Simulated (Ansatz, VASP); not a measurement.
**BaTe: VASP beside Ansatz**

Contents of INCAR:

```
SYSTEM = BaTe
PREC     = Accurate       ! precision mode
ENCUT    = 520            ! plane-wave cutoff, eV
EDIFF    = 1E-7           ! SCF threshold, eV
ISMEAR   = -1             ! smearing method
SIGMA    = 0.05           ! smearing width, eV
LREAL    = .FALSE.        ! projectors in reciprocal space
LASPH    = .TRUE.         ! aspherical terms in the spheres
NELM     = 60             ! most SCF steps
ALGO     = Normal         ! electronic algorithm
ISIF     = 2              ! what is computed and relaxed
LWAVE    = .FALSE.        ! write WAVECAR
LCHARG   = .FALSE.        ! write CHGCAR
GGA      = PS             ! functional
NBANDS   = 15             ! bands
```

File KPOINTS:

```
Automatic mesh
0
G
  10 10 10
  0 0 0
```

POSCAR

```
BaTe
1.0
    0.0000000000      3.4100000000      3.4441000000
    3.4100000000      0.0000000000      3.4441000000
    3.4100000000      3.4100000000      0.0000000000
Ba Te
1 1
Direct
    0.0000000000      0.0000000000      0.0000000000
    0.5000000000      0.5000000000      0.5000000000
```

Input for Ansatz:

```yaml
crystal:
  lattice:
    - [0.0, 3.41, 3.4441]
    - [3.41, 0.0, 3.4441]
    - [3.41, 3.41, 0.0]
  atoms:
    - { symbol: Ba, position: [0.0, 0.0, 0.0] }
    - { symbol: Te, position: [0.5, 0.5, 0.5] }
kpoints:
  mp_grid: { grid: [10, 10, 10] }
  band_path:
    path:
      - [0.0, 0.0, 0.0]
      - [0.0, 0.5, 0.5]
      - [0.25, 0.75, 0.5]
      - [0.0, 0.5, 0.0]
      - [0.0, 0.0, 0.0]
      - [0.5, 0.5, 0.0]
      - [0.3725370062, 0.6274629938, 0.0]
      - [-0.3725370062, 0.3725370062, 0.0]
      - [0.0, 0.0, 0.0]
    npoints: 5
scf:
  occupations: { method: fermi_dirac, width: 0.05 }
hamiltonian:
  xc: pbesol
  pseudopotentials: { kind: all_electron, lapw: { basis_error: 0.00025 } }
output:
  forces: true
  stress: true
  eigenvalues: true
```

Change from the starting cell: zz strain of +1 %.

Alike in both runs: task single point; functional PBEsol; k mesh 10 × 10 × 10; occupations fermi-dirac, width 0.05 eV; no spin polarisation.

|  | VASP | Ansatz |
| --- | --- | --- |
| version | VASP 6.6.1 | Ansatz 0.2.0 |
| potentials or method | VASP PAW PBE potentials, release 64 (Ba_sv, Te), cutoff 520 eV | all-electron LAPW, scalar-relativistic |

```csv
,VASP,Ansatz,Ansatz less VASP
pressure (GPa),2.0,1.5,-0.44
"traceless stress, the component that is largest in VASP (GPa)",-0.59,-0.56,+0.032
```

VASP's potentials were made for PBE, not for PBEsol. Ansatz ran all-electron here, and VASP with PAW potentials.

Neither program's run includes spin-orbit coupling.
